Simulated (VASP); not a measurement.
# YN: single point with PBEsol

Crystal: YN.

```
CELL_PARAMETERS angstrom
3.43404 0.00000 0.00000
0.00000 3.43404 0.00000
0.00000 0.00000 4.85647
ATOMIC_POSITIONS crystal
Y 0.00000 0.00000 0.00000
Y 0.50000 0.50000 0.50000
N 0.50000 0.50000 0.00000
N 0.00000 0.00000 0.50000
```

```json
{
  "Program": "VASP 6.6.1",
  "Task": "single point",
  "Functional": "PBEsol",
  "Potentials or basis": "VASP PAW PBE potentials, release 64 (Y_sv, N)",
  "Cutoff": "600 eV",
  "k mesh": "10 × 10 × 8",
  "Occupations": "gaussian, width 0.01 eV",
  "Spin": "no spin polarisation"
}
```

| Item | Value |
| --- | --- |
| Pressure | -0.3 GPa |
| Band gap on the k mesh | 0.07 eV |

Levels at points of the mesh, in eV from the valence-band top:
| k point | band 13 | band 14 | band 15 | band 16 | band 17 | band 18 | band 19 | band 20 |
| --- | --- | --- | --- | --- | --- | --- | --- | --- |
| (0.00, 0.00, 0.00) | -0.37 | 0.00 | 0.00 | 0.00 | 0.07 | 3.12 | 3.12 | 3.12 |
| (0.50, 0.00, 0.00) | -2.09 | -2.09 | -1.48 | -1.48 | 4.45 | 4.45 | 5.27 | 5.27 |
| (0.50, 0.50, 0.00) | -0.37 | -0.37 | -0.37 | -0.37 | 0.07 | 0.07 | 6.99 | 6.99 |
| (0.00, 0.00, 0.50) | -0.51 | -0.51 | -0.51 | -0.51 | 1.25 | 1.25 | 5.65 | 5.65 |
| (0.50, 0.00, 0.50) | -2.32 | -2.32 | -2.32 | -2.32 | 5.79 | 5.79 | 6.49 | 6.49 |
| (0.50, 0.50, 0.50) | -1.55 | -1.55 | -1.55 | -1.55 | 4.01 | 4.01 | 4.01 | 4.01 |

Run time: 3.9 min on 1 thread of Intel Xeon 8259CL, with other jobs on the host, peak memory 0.31 GiB.

Caveat: semilocal functionals underestimate gaps, and a narrow one can read as zero; the PAW data sets were made with another functional, which shifts forces and pressure a little. A k mesh can miss the band edges.
